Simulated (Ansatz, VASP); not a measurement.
Two plane-wave programs on C

```xyz
2
Lattice="0.0000 1.7659 1.7659 1.7659 0.0000 1.7659 1.7659 1.7659 0.0000" Properties=species:S:1:pos:R:3 pbc="T T T"
C     0.0000    0.0000    0.0000
C     0.8830    0.8830    0.8830
```

Alike in both runs: functional LDA; k mesh 10 × 10 × 10; no spin polarisation.

Ansatz relaxed the structure, and its values are those at the end. VASP's run is a single point on that final structure, the one shown.

|  | VASP | Ansatz |
| --- | --- | --- |
| version | VASP 6.6.1 | Ansatz 0.2.0 |
| potentials or method | VASP PAW LDA potentials, release 64 (C), cutoff 520 eV | scalar-relativistic, plane waves, PAW |
| occupations | gaussian, width 0.01 eV | fixed |
| valence electrons in the cell | 8 | 8 |

```csv
,VASP,Ansatz,Ansatz less VASP
gap on the k mesh at the Fermi level (eV),4.20,4.21,+0.010
least direct gap on the mesh (eV),5.63,5.63,0.000
pressure (GPa),1.6,0.0,-1.58
```

LDA's correlation is that of Perdew and Zunger in VASP and of Perdew and Wang (1992) in Ansatz.
